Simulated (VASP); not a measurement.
# CdO (Monteponite): single point with LDA

Crystal: CdO (Monteponite).

```
CELL_PARAMETERS angstrom
0.00000 2.38042 2.38042
2.38042 0.00000 2.38042
2.38042 2.38042 0.00000
ATOMIC_POSITIONS crystal
Cd 0.00000 0.00000 0.00000
O 0.50000 0.50000 0.50000
```

* Program: VASP 6.6.1
* Task: single point
* Functional: LDA
* Potentials or basis: VASP PAW LDA potentials, release 64 (Cd, O)
* Cutoff: 600 eV
* k mesh: 10 × 10 × 10
* Occupations: fermi-dirac, width 0.05 eV
* Spin: no spin polarisation
* Dipole correction: no
* Further INCAR settings: ALGO = Normal; EDIFF = 1e-06; NBANDS = 16

| Property | Result |
| --- | --- |
| Pressure | -9.6 GPa |
| Band gap on the k mesh | zero (band 9 reaches 1.41 eV, above the bottom of band 10 at 0.82 eV) |

Levels at points of the mesh, in eV from the Fermi level:
```tsv
k point	band 7	band 8	band 9	band 10	band 11	band 12
(0.00, 0.00, 0.00)	-1.40	-1.40	-1.40	-0.76	14.59	16.44
(0.50, 0.00, 0.00)	-3.93	-0.17	-0.17	4.10	6.72	11.33
(0.50, 0.50, 0.00)	-4.32	-2.35	-2.35	3.33	8.06	10.79
```

Wall time 19 s on 1 thread of Intel(R) Xeon(R) Platinum 8259CL CPU @ 2.50GHz (Skylake/Cascade Lake), on a shared host, peak memory 0.15 GiB.
